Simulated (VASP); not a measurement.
The system is CrO2.

```
CELL_PARAMETERS angstrom
4.50771 0.00000 0.00000
0.00000 4.50771 0.00000
0.00000 0.00000 2.97421
ATOMIC_POSITIONS crystal
Cr 0.50000 0.50000 0.50000
Cr 0.00000 0.00000 0.00000
O 0.80100 0.19900 0.50000
O 0.69900 0.69900 0.00000
O 0.19900 0.80100 0.50000
O 0.30100 0.30100 0.00000
```

Base run:

| Quantity | Value |
| --- | --- |
| Program | VASP 6.6.1 |
| Functional | PBE |
| Potentials or basis | VASP PAW PBE potentials, release 64 (Cr_pv, O) |
| Cutoff | 520 eV |
| k mesh | 6 × 6 × 9 |
| Occupations | fermi-dirac, width 0.05 eV |
| Spin | collinear spin, ferromagnetic start |
| Starting moments | [3.0, 3.0, 0.0, 0.0, 0.0, 0.0] μB |

Its results: band gap on the k mesh zero (filled and empty bands overlap); pressure -10.0 GPa; net moment 4.00 μB per cell; site moments Cr +2.15; O -0.10 μB; largest force 0.362 eV/Å.

Problem. The run is repeated on the same cell with these changes: functional from PBE to PBEsol; further incar settings from ALGO = Normal; EDIFF = 1e-07; NBANDS = 37 to ALGO = Normal; EDIFF = 1e-06; NBANDS = 37. What comes out?

Solution. Band gap on the k mesh zero (filled and empty bands overlap); pressure -18.1 GPa; net moment 4.00 μB per cell; site moments Cr +2.13; O -0.10 μB; largest force 0.427 eV/Å.

Caveats: the cell stands under tension; semilocal functionals often make such compounds metallic where correlation or magnetic order opens a gap, which also shifts bond lengths; the run started ferromagnetic, and an antiferromagnetic order may lie lower in energy; the PAW data sets were made with another functional, which shifts forces and pressure a little (at least some runs).
